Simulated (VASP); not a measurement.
The system is Pt.

```
CELL_PARAMETERS angstrom
0.00000 2.73141 2.73141
2.73141 0.00000 2.73141
2.73141 2.73141 0.00000
ATOMIC_POSITIONS crystal
Pt 0.12500 0.12500 0.12500
Pt 0.87500 0.87500 0.87500
```

This isn't the form of Pt at room conditions, which is fcc.

```yaml
Program: VASP 6.6.1
Task: relaxation of cell and atoms
Functional: PBEsol
Potentials_or_basis: VASP PAW PBE potentials, release 64 (Pt)
Cutoff: 600 eV
k_mesh: 10 × 10 × 10
Occupations: fermi-dirac, width 0.1 eV
Spin: no spin polarisation
```

At the start: pressure 22.2 GPa; volume 20.38 Å³/atom.

Question: Where does the relaxation end?

Answer: Over 5 steps the energy falls by 160.5 meV/atom and the volume is 22.99 Å³/atom (+12.8 %); space group Fd-3m (No. 227, to 0.1 Å) before and after.

The path:
```tsv
step	energy change (eV)	largest force (eV/Å)	pressure (GPa)	volume (Å³)
1	0.0000	0.0000	22.23	40.76
2	0.6718	0.0000	-17.14	59.82
3	-0.3187	0.0000	-1.45	46.50
4	-0.3209	0.0000	-0.28	46.09
5	-0.3210	0.0000	0.04	45.98
```

Final structure:
```
Pt
1.0
     0.00000    2.84342    2.84342
     2.84342    0.00000    2.84342
     2.84342    2.84342    0.00000
Pt
2
Cartesian
  0.7109 0.7109 0.7109
  4.9760 4.9760 4.9760
```

Caveat: the PAW data sets were made with another functional, which shifts forces and pressure a little.
